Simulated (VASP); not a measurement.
Here is a VASP 6.6.1 calculation.

INCAR

```
ALGO = Normal ; EDIFF = 1E-6
ENCUT = 520 ; GGA = PE
ISIF = 2 ; ISMEAR = 0
LASPH = True ; LCHARG = False
LREAL = False ; LWAVE = False
NBANDS = 15 ; NELM = 60
PREC = Accurate ; SIGMA = 0.01
```

Contents of KPOINTS:

```
k-points
0
Gamma
  4 4 4
```

File POSCAR:

```
BaS
1.0
    0.0000000000      3.2920907708      3.1848279500
    3.2920907708      0.0000000000      3.1848279500
    3.2920907708      3.2920907708      0.0000000000
Ba S
1 1
Direct
    0.0000000000      0.0000000000      0.0000000000
    0.5000000000      0.5000000000      0.5000000000
```

Potentials or basis: VASP PAW PBE potentials, release 64 (Ba_sv, S).

Run with:

```bash
$ cat potpaw_PBE.64/Ba_sv/POTCAR potpaw_PBE.64/S/POTCAR > POTCAR
$ mpirun -np 1 vasp_std > vasp.out
```

Task: What does it give for the band gap on the k mesh?

Result: 2.11 eV (least direct gap 2.29 eV).

Task: Estimate the pressure.

Result: -0.9 GPa.

Stress tensor (GPa, compression positive):
```
-1.62  0.00  0.00
 0.00 -1.62  0.00
 0.00  0.00  0.66
```

Caveat: the cell differs from its parent crystal (epitaxial xy strain +2.5%); spin-orbit coupling is left out, which moves the levels of the heavy elements. A k mesh can miss the band edges.
